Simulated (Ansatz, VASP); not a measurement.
HPbNO4: VASP beside Ansatz

```
H Pb N O
1.0
     3.85404    0.14384    0.09012
    -0.25320    5.52698    0.16471
    -0.48197   -1.92720    5.72025
H Pb N O
1 1 1 4
Cartesian
  -0.0083 2.5983 3.2335
  2.1473 2.6778 1.0046
  2.8237 3.6046 5.7249
  -0.4057 -0.9417 5.0623
  2.7256 -0.0852 0.8025
  -0.5912 2.3982 5.1009
  0.1280 2.5704 2.2622
```

Alike in both runs: functional PBE; k mesh 4 × 3 × 3; occupations fermi-dirac, width 0.05 eV; no spin polarisation.

|  | VASP | Ansatz |
| --- | --- | --- |
| version | VASP 6.6.1 | Ansatz 0.2.0 |
| potentials or method | VASP PAW PBE potentials, release 64 (H, Pb_d, N, O), cutoff 520 eV | all-electron LAPW, scalar-relativistic |
| task | single point | band structure |

|  | VASP | Ansatz | Ansatz less VASP |
| --- | --- | --- | --- |
| gap on the k mesh at the Fermi level (eV) | 3.21 | 3.24 | +0.030 |
| least direct gap on the mesh (eV) | 3.29 | 3.33 | +0.033 |
| pressure (GPa) | 0.5 | -0.1 | -0.58 |
| traceless stress, the component that is largest in VASP (GPa) | -0.42 | 0.08 | +0.498 |
| rms of the force components (eV/Å) | 0.148 | 0.020 | -0.1279 |

Atom by atom the forces differ by 0.167 eV/Å (rms over components). One of these differences is far larger than is usual between the two programs; its cause wasn't traced. Ansatz ran all-electron here, and VASP with PAW potentials.

Spin-orbit coupling is off throughout. Noted on VASP's run: the standard files for N, O and F lose accuracy on very short bonds.
